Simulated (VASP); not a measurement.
# MoS2 (P-6m2) in VASP: further runs, part 3 of 3

VASP 6.6.1.

### Step 6. Single point, PBE+D3(BJ) (strain +0.0875 x Voigt [0, 0, 1, 0, 0, 0])

The input, INCAR:

```
SYSTEM = MoS2
PREC = Accurate
ENCUT = 520
EDIFF = 1E-6
ISMEAR = 0
SIGMA = 0.05
LREAL = .FALSE.
LASPH = .TRUE.
NELM = 80
ALGO = Normal
ISIF = 2
LWAVE = .FALSE.
LCHARG = .FALSE.
GGA = PE
IVDW = 12
NBANDS = 20
```

The input, KPOINTS:

```
Automatic mesh
0
G
  12 12 4
  0 0 0
```

The input, POSCAR:

```
MoS2
1.0
    3.1497239970      0.0000000000      0.0000000000
   -1.5748619985      2.7277409963      0.0000000000
    0.0000000000      0.0000000000      7.2292026430
Mo S
1 2
Direct
    0.0000000000      0.0000000000      0.0000000000
    0.3333333333      0.6666666667      0.2356692374
    0.3333333333      0.6666666667      0.7643307626
```

Potentials or basis: VASP PAW PBE potentials, release 64 (Mo_sv, S).

On the command line:

```
$ cat potpaw_PBE.64/Mo_sv/POTCAR potpaw_PBE.64/S/POTCAR > POTCAR
$ mpirun -np 1 vasp_std > vasp.out
```

OUTCAR:

```text
SYSTEM = MoS2
   PREC = Accurate
   ENCUT = 520
   EDIFF = 1E-6
   ISMEAR = 0
   LREAL = .FALSE.
   LASPH = .TRUE.
   NELM = 80
   ISIF = 2
   GGA = PE
   IVDW = 12
 IVDW          = 12

 ion  position               nearest neighbor table
   1  0.000  0.000  0.000-   2 2.49   3 2.49   2 2.49   3 2.49   2 2.49   3 2.49
   2  0.333  0.667  0.236-   1 2.49   1 2.49   1 2.49
   3  0.333  0.667  0.764-   1 2.49   1 2.49   1 2.49

  LATTYP: Found a hexagonal cell.
 ALAT       =     3.1497239970
 C/A-ratio  =     2.2951860702

  Lattice vectors:

 A1 = (   3.1497239970,   0.0000000000,   0.0000000000)
 A2 = (  -1.5748619985,   2.7277409963,   0.0000000000)
 A3 = (   0.0000000000,   0.0000000000,   7.2292026430)

Analysis of symmetry for initial positions (statically):
=====================================================================
 Subroutine PRICEL returns:
 Original cell was already a primitive cell.

 Routine SETGRP: Setting up the symmetry group for a
 hexagonal supercell.

 Subroutine GETGRP returns: Found 12 space group operations
 (whereof 12 operations were pure point group operations)
 out of a pool of 24 trial point group operations.

The static configuration has the point symmetry D_3h.

Analysis of symmetry for dynamics (positions and initial velocities):
=====================================================================
 Subroutine PRICEL returns:
 Original cell was already a primitive cell.

 Routine SETGRP: Setting up the symmetry group for a
 hexagonal supercell.

 Subroutine GETGRP returns: Found 12 space group operations
 (whereof 12 operations were pure point group operations)
 out of a pool of 24 trial point group operations.

The dynamic configuration has the point symmetry D_3h.

 Subroutine INISYM returns: Found 12 space group operations
 (whereof 12 operations are pure point group operations),
 and found     1 'primitive' translations

----------------------------------------------------------------------------------------

                                     Primitive cell

  volume of cell :      62.1106

  direct lattice vectors                    reciprocal lattice vectors
     3.149723997  0.000000000  0.000000000     0.317488136  0.183301861  0.000000000
    -1.574861999  2.727740996  0.000000000     0.000000000  0.366603721  0.000000000
     0.000000000  0.000000000  7.229202643     0.000000000  0.000000000  0.138327842

  length of vectors
     3.149723997  3.149723997  7.229202643     0.366603721  0.366603721  0.138327842

  position of ions in fractional coordinates (direct lattice)
     0.000000000  0.000000000  0.000000000
     0.333333333  0.666666667  0.235669237
     0.333333333  0.666666667  0.764330763

  ion indices of the primitive-cell ions
   primitive index   ion index
                 1           1
                 2           2
                 3           3

----------------------------------------------------------------------------------------

 KPOINTS: Automatic mesh

Automatic generation of k-mesh.
 Grid dimensions read from file:
 generate k-points for:   12   12    4

 Generating k-lattice:

  Cartesian coordinates                     Fractional coordinates (reciprocal lattice)
     0.026457345  0.015275155  0.000000000     0.083333333 -0.000000000  0.000000000
     0.000000000  0.030550310  0.000000000     0.000000000  0.083333333  0.000000000
     0.000000000  0.000000000  0.034581960     0.000000000  0.000000000  0.250000000

  Length of vectors
     0.030550310  0.030550310  0.034581960

  Shift w.r.t. Gamma in fractional coordinates (k-lattice)
     0.000000000  0.000000000  0.000000000

 Subroutine IBZKPT returns following result:
 ===========================================

 Found     57 irreducible k-points:

 Following reciprocal coordinates:
            Coordinates               Weight
  0.000000  0.000000  0.000000      1.000000
  0.083333  0.000000  0.000000      6.000000
  0.166667  0.000000  0.000000      6.000000
  0.250000  0.000000  0.000000      6.000000
  0.333333  0.000000  0.000000      6.000000
  0.416667 -0.000000  0.000000      6.000000
[... 16 lines left out ...]
  0.250000  0.000000  0.250000     12.000000
  0.333333  0.000000  0.250000     12.000000
 [... further k-points ...]
   k-points           NKPTS =     57   k-points in BZ     NKDIM =     57   number of bands    NBANDS=     20
   number of dos      NEDOS =    301   number of ions     NIONS =      3
   total plane-waves  NPLWV =  31104
   dimension x,y,z NGX =    24 NGY =   24 NGZ =   54
   dimension x,y,z NGXF=    48 NGYF=   48 NGZF=  108
   ions per type =               1   2
   NGX,Y,Z   is equivalent  to a cutoff of  12.67, 12.67, 12.42 a.u.
   NGXF,Y,Z  is equivalent  to a cutoff of  25.33, 25.33, 24.84 a.u.
 SYSTEM =  MoS2
   PREC   = accura    normal or accurate (medium, high low for compatibility)
   ISTART =      0    job   : 0-new  1-cont  2-samecut
   ICHARG =      2    charge: 1-file 2-atom 10-const
   ISPIN  =      1    spin polarized calculation?
   LNONCOLLINEAR =      F non collinear calculations
   LSORBIT =      F    spin-orbit coupling
   LASPH  =      T    aspherical Exc in radial PAW
   ENCUT  =  520.0 eV  38.22 Ry    6.18 a.u.   5.86  5.86 13.44*2*pi/ulx,y,z
   NELM   =     80;   NELMIN=  2; NELMDL= -5     # of ELM steps
   EDIFF  = 0.1E-05   stopping-criterion for ELM
   LREAL  =      F    real-space projection
   EDIFFG = 0.1E-04   stopping-criterion for IOM
   NSW    =      0    number of steps for IOM
   IBRION =     -1    ionic relax: 0-MD 1-quasi-New 2-CG
   NFREE  =      0    steps in history (QN), initial steepest desc. (CG)
   ISIF   =      2    stress and relaxation
   ISYM   =      2    0-nonsym 1-usesym 2-fastsym
   POTIM  = 0.5000    time-step for ionic-motion
   TEBEG  =    0.0;   TEEND  =   0.0 temperature during run
   PSTRESS=    0.0 pullay stress
   NELECT =      26.0000    total number of electrons
   NUPDOWN=      -1.0000    fix difference up-down
   EMIN   =  10.00;   EMAX   =-10.00  energy-range for DOS
   EFERMI =   0.00;   METHOD = LEGACY
   ISMEAR =     0;   SIGMA  =   0.05  broadening in eV -4-tet -1-fermi 0-gaus
   EFERMI_NEDOS =   21; number of points for ismear=-14 and -15
   IALGO  =     38    algorithm
   IMIX   =      4    mixing-type and parameters
     AMIX     =   0.40;   BMIX     =  1.00
     AMIX_MAG =   1.60;   BMIX_MAG =  1.00
  volume/ion in A,a.u.               =      20.70       139.71
  Fermi-wavevector in a.u.,A,eV,Ry     =   1.224646  2.314246 20.405447  1.499758
  Thomas-Fermi vector in A             =   2.359713
   LORBIT       =      0    0 simple, 1 ext, 2 COOP (PROOUT), +10 PAW based schemes
   GGA     = PE    functional components
   LHFCALC =     F    Hartree Fock is set to
   AEXX    =    0.0000 exact exchange contribution
   IVDW    =    12    specifies the selected vdW correction
   LEPSILON=     F    determine dielectric tensor
   LRPA    =     F    only Hartree local field effects (RPA)
 non-spin polarized calculation
 Gauss-broadening in eV      SIGMA  =   0.05
  energy-cutoff  :      520.00
  volume of cell :       62.11
 maximum number of plane-waves:      1688
 NGX is ok and might be reduce to    24
   NGX = 11   NGY = 11   NGZ = 27

 number of electron      26.0000002 magnetization

 Free energy of the ion-electron system (eV)
  ---------------------------------------------------
  ext. energy  EPLUGINS =         0.00000000
  ---------------------------------------------------
  free energy    TOTEN  =       -21.55350723 eV

  energy without entropy =      -21.55350723  energy(sigma->0) =      -21.55350723

 E-fermi :   5.4909     XC(G=0):  -9.8855

 val. band max:        5.2225384293   @ k =   0.3333   0.3333   0.5000
 cond. band min:       6.3927064096   @ k =   0.1667   0.1667   0.0000
 fundamental gap:      1.1701679802
 Fermi energy:         5.4908810511

 k-point     1 :       0.0000    0.0000    0.0000
  band No.  band energies     occupation
      1     -55.7959      2.00000
      2     -29.9191      2.00000
      3     -29.6559      2.00000
      4     -29.6559      2.00000
      5      -8.7151      2.00000
      6      -7.7171      2.00000
[... 12 lines left out ...]
     19      12.8879      0.00000
[... 513 lines left out ...]
      4     -29.7229      2.00000
      5      -7.3388      2.00000
      6      -7.0222      2.00000
[... 12 lines left out ...]
     19      12.7661      0.00000
     20      13.5970      0.00000

 [... further k-points ...]

------------------------ aborting loop because EDIFF is reached ----------------------------------------

 Edisp (eV)   -1.10387

 E8    (eV) :    -0.4479

  FORCE on cell =-STRESS in cart. coord.  units (eV):
  Direction    XX          YY          ZZ          XY          YZ          ZX
  --------------------------------------------------------------------------------------
  -------------------------------------------------------------------------------------
  Total      -2.21207    -2.21207    -7.69976     0.00000     0.00000     0.00000
  in kB     -57.06145   -57.06145  -198.61952     0.00000     0.00000     0.00000
  external pressure =     -104.25 kB  Pullay stress =        0.00 kB

 VOLUME and BASIS-vectors are now :
 -----------------------------------------------------------------------------
  energy-cutoff  :      520.00
  volume of cell :       62.11
      direct lattice vectors                 reciprocal lattice vectors
     3.149723997  0.000000000  0.000000000     0.317488136  0.183301861  0.000000000
    -1.574861999  2.727740996  0.000000000     0.000000000  0.366603721  0.000000000
     0.000000000  0.000000000  7.229202643     0.000000000  0.000000000  0.138327842

 POSITION                                       TOTAL-FORCE (eV/Angst)
 -----------------------------------------------------------------------------------
      0.00000      0.00000      0.00000         0.000000      0.000000      0.000000
     -0.00000      1.81849      1.70370         0.000000     -0.000000     -2.103544
     -0.00000      1.81849      5.52550        -0.000000      0.000000      2.103544
 -----------------------------------------------------------------------------------
    total drift:                                0.000000     -0.000000     -0.000000

  FREE ENERGIE OF THE ION-ELECTRON SYSTEM (eV)
  ---------------------------------------------------
  free  energy   TOTEN  =       -22.6573805984 eV

  energy  without entropy=      -22.6573805984  energy(sigma->0) =      -22.65738060
```

Run time: 2.2 min. Hardware: 1 thread of AMD EPYC 7R13, shared host; peak memory 0.2 GiB.

Results:

```yaml
Free_energy: -22.6574 eV
Pressure: -10.4 GPa
Largest_force: 2.104 eV/Å
Band_gap_on_the_k_mesh: 1.17 eV, indirect (least direct gap 1.94 eV)
Dispersion_energy_per_atom: -0.368 eV
```

Forces in eV/Å, atoms in the order of the input:
```
Mo   0.000  0.000  0.000
S    0.000  0.000 -2.104
S    0.000  0.000  2.104
```

Caveat: the cell differs from its parent crystal (strain +0.0875 x Voigt [0, 0, 1, 0, 0, 0]); forces of over 1 eV/Å act on the atoms, so gaps and moduli don't describe the material at rest. A k mesh can miss the band edges.

### Step 7. Single point, PBE+D3(BJ) (strain +0.1000 x Voigt [0, 0, 1, 0, 0, 0])

The input, INCAR:

```
SYSTEM = MoS2
ALGO = Normal
EDIFF = 1E-6
ENCUT = 520
GGA = PE
ISIF = 2
ISMEAR = 0
IVDW = 12
LASPH = .True.
LCHARG = .False.
LREAL = .False.
LWAVE = .False.
NBANDS = 20
NELM = 80
PREC = Accurate
SIGMA = 0.05
```

The input, KPOINTS:

```
k-points
0
Gamma
  12 12 4
  0 0 0
```

Changes to POSCAR since step 6:

```diff
@@ -4,3 +4,3 @@
    -1.5748619985      2.7277409963      0.0000000000
-    0.0000000000      0.0000000000      7.2292026430
+    0.0000000000      0.0000000000      7.3122969262
 Mo S
```

Potentials or basis: VASP PAW PBE potentials, release 64 (Mo_sv, S).

On the command line:

```
$ cat potpaw_PBE.64/Mo_sv/POTCAR potpaw_PBE.64/S/POTCAR > POTCAR
$ mpirun -np 1 vasp_std > vasp.out
```

OUTCAR:

```text
SYSTEM = MoS2
   EDIFF = 1E-6
   ENCUT = 520
   GGA = PE
   ISIF = 2
   ISMEAR = 0
   IVDW = 12
   LASPH = .True.
   LREAL = .False.
   NELM = 80
   PREC = Accurate
 IVDW          = 12

 ion  position               nearest neighbor table
   1  0.000  0.000  0.000-   2 2.51   3 2.51   2 2.51   3 2.51   2 2.51   3 2.51
   2  0.333  0.667  0.236-   1 2.51   1 2.51   1 2.51
   3  0.333  0.667  0.764-   1 2.51   1 2.51   1 2.51

  LATTYP: Found a hexagonal cell.
 ALAT       =     3.1497239970
 C/A-ratio  =     2.3215675193

  Lattice vectors:

 A1 = (   3.1497239970,   0.0000000000,   0.0000000000)
 A2 = (  -1.5748619985,   2.7277409963,   0.0000000000)
 A3 = (   0.0000000000,   0.0000000000,   7.3122969262)

Analysis of symmetry for initial positions (statically):
=====================================================================
 Subroutine PRICEL returns:
 Original cell was already a primitive cell.

 Routine SETGRP: Setting up the symmetry group for a
 hexagonal supercell.

 Subroutine GETGRP returns: Found 12 space group operations
 (whereof 12 operations were pure point group operations)
 out of a pool of 24 trial point group operations.

The static configuration has the point symmetry D_3h.

Analysis of symmetry for dynamics (positions and initial velocities):
=====================================================================
 Subroutine PRICEL returns:
 Original cell was already a primitive cell.

 Routine SETGRP: Setting up the symmetry group for a
 hexagonal supercell.

 Subroutine GETGRP returns: Found 12 space group operations
 (whereof 12 operations were pure point group operations)
 out of a pool of 24 trial point group operations.

The dynamic configuration has the point symmetry D_3h.

 Subroutine INISYM returns: Found 12 space group operations
 (whereof 12 operations are pure point group operations),
 and found     1 'primitive' translations
[... 113 lines left out ...]
   EFERMI_NEDOS =   21; number of points for ismear=-14 and -15
   IALGO  =     38    algorithm
   IMIX   =      4    mixing-type and parameters
     AMIX     =   0.40;   BMIX     =  1.00
     AMIX_MAG =   1.60;   BMIX_MAG =  1.00
  volume/ion in A,a.u.               =      20.94       141.32
  Fermi-wavevector in a.u.,A,eV,Ry     =   1.219990  2.305446 20.250566  1.488375
  Thomas-Fermi vector in A             =   2.355223
   LORBIT       =      0    0 simple, 1 ext, 2 COOP (PROOUT), +10 PAW based schemes
   GGA     = PE    functional components
   LHFCALC =     F    Hartree Fock is set to
   AEXX    =    0.0000 exact exchange contribution
   IVDW    =    12    specifies the selected vdW correction
   LEPSILON=     F    determine dielectric tensor
   LRPA    =     F    only Hartree local field effects (RPA)
 non-spin polarized calculation
 Gauss-broadening in eV      SIGMA  =   0.05
  energy-cutoff  :      520.00
  volume of cell :       62.82
 maximum number of plane-waves:      1712
 NGX is ok and might be reduce to    24
   NGX = 11   NGY = 11   NGZ = 27

 number of electron      26.0000002 magnetization

 Free energy of the ion-electron system (eV)
  ---------------------------------------------------
  ext. energy  EPLUGINS =         0.00000000
  ---------------------------------------------------
  free energy    TOTEN  =       -21.47143163 eV

  energy without entropy =      -21.47143163  energy(sigma->0) =      -21.47143163

 E-fermi :   5.3510     XC(G=0):  -9.8297

 val. band max:        5.1031949112   @ k =   0.3333   0.3333   0.5000
 cond. band min:       6.2197504896   @ k =   0.1667   0.1667   0.0000
 fundamental gap:      1.1165555784
 Fermi energy:         5.3510071556

 k-point     1 :       0.0000    0.0000    0.0000
  band No.  band energies     occupation
      1     -55.9304      2.00000
      2     -30.0487      2.00000
      3     -29.7834      2.00000
      4     -29.7834      2.00000
      5      -8.7843      2.00000
      6      -7.8383      2.00000
[... 541 lines left out ...]
     19      12.6263      0.00000
     20      13.4510      0.00000

 [... further k-points ...]

------------------------ aborting loop because EDIFF is reached ----------------------------------------

 Edisp (eV)   -1.09269

 E8    (eV) :    -0.4437

  FORCE on cell =-STRESS in cart. coord.  units (eV):
  Direction    XX          YY          ZZ          XY          YZ          ZX
  --------------------------------------------------------------------------------------
  -------------------------------------------------------------------------------------
  Total      -2.43818    -2.43818    -8.63611    -0.00000     0.00000    -0.00000
  in kB     -62.17943   -62.17943  -220.24157    -0.00000     0.00000    -0.00000
  external pressure =     -114.87 kB  Pullay stress =        0.00 kB

 VOLUME and BASIS-vectors are now :
 -----------------------------------------------------------------------------
  energy-cutoff  :      520.00
  volume of cell :       62.82
      direct lattice vectors                 reciprocal lattice vectors
     3.149723997  0.000000000  0.000000000     0.317488136  0.183301861  0.000000000
    -1.574861999  2.727740996  0.000000000     0.000000000  0.366603721  0.000000000
     0.000000000  0.000000000  7.312296926     0.000000000  0.000000000  0.136755935

 POSITION                                       TOTAL-FORCE (eV/Angst)
 -----------------------------------------------------------------------------------
      0.00000      0.00000      0.00000         0.000000     -0.000000      0.000000
     -0.00000      1.81849      1.72328        -0.000000      0.000000     -2.343011
     -0.00000      1.81849      5.58901         0.000000     -0.000000      2.343011
 -----------------------------------------------------------------------------------
    total drift:                                0.000000     -0.000000     -0.000000

  FREE ENERGIE OF THE ION-ELECTRON SYSTEM (eV)
  ---------------------------------------------------
  free  energy   TOTEN  =       -22.5641250864 eV

  energy  without entropy=      -22.5641250864  energy(sigma->0) =      -22.56412509
```

stdout:

```text
POSCAR found type information on POSCAR MoS
 POSCAR found :  2 types and       3 ions
 scaLAPACK will be used
 LDA part: xc-table for (Slater+PW92), standard interpolation
 POSCAR, INCAR and KPOINTS ok, starting setup
 FFT: planning ... GRIDC
 FFT: planning ... GRID_SOFT
 FFT: planning ... GRID
 WAVECAR not read
 entering main loop
```

Run time: 2.2 min. Hardware: 1 thread of AMD EPYC 7R13, shared host; peak memory 0.2 GiB.

Results:

```
Free energy                : -22.5641 eV
Pressure                   : -11.5 GPa
Largest force              : 2.343 eV/Å
Band gap on the k mesh     : 1.12 eV, indirect (least direct gap 1.91 eV)
Dispersion energy per atom : -0.364 eV
```

Forces on the atoms (eV/Å):
```
Mo   0.000  0.000  0.000
S    0.000  0.000 -2.343
S    0.000  0.000  2.343
```

Stress tensor (GPa, compression positive):
```
 -6.22   0.00   0.00
  0.00  -6.22   0.00
  0.00   0.00 -22.02
```

Caveat: the cell differs from its parent crystal (strain +0.1000 x Voigt [0, 0, 1, 0, 0, 0]); forces of over 1 eV/Å act on the atoms, so gaps and moduli don't describe the material at rest.

### Step 8. Summary

```tsv
cell	gap on the mesh (eV)	pressure (GPa)	largest force (eV/Å)
a = 3.150, b = 3.150, c = 6.481 Å, angles 90.0, 90.0, 120.0°, 3 atoms	1.02	3.9	0.73
a = 3.150, b = 3.150, c = 6.814 Å, angles 90.0, 90.0, 120.0°, 3 atoms	1.32	-3.7	0.69
a = 3.150, b = 3.150, c = 6.980 Å, angles 90.0, 90.0, 120.0°, 3 atoms	1.34	-6.7	1.30
a = 3.150, b = 3.150, c = 7.146 Å, angles 90.0, 90.0, 120.0°, 3 atoms	1.23	-9.3	1.85
a = 3.150, b = 3.150, c = 7.229 Å, angles 90.0, 90.0, 120.0°, 3 atoms	1.17	-10.4	2.10
a = 3.150, b = 3.150, c = 7.312 Å, angles 90.0, 90.0, 120.0°, 3 atoms	1.12	-11.5	2.34
```

Alike in all rows: task single point; level PBE+D3(BJ); potentials or basis VASP PAW PBE potentials, release 64 (Mo_sv, S); no spin polarisation; k mesh 12 × 12 × 4; cutoff (eV) 520; smearing gaussian 0.05 eV.

Caveats: forces of over 1 eV/Å act on the atoms, so gaps and moduli don't describe the material at rest (some runs).

Absolute energies hang on the potentials; compare differences alone.
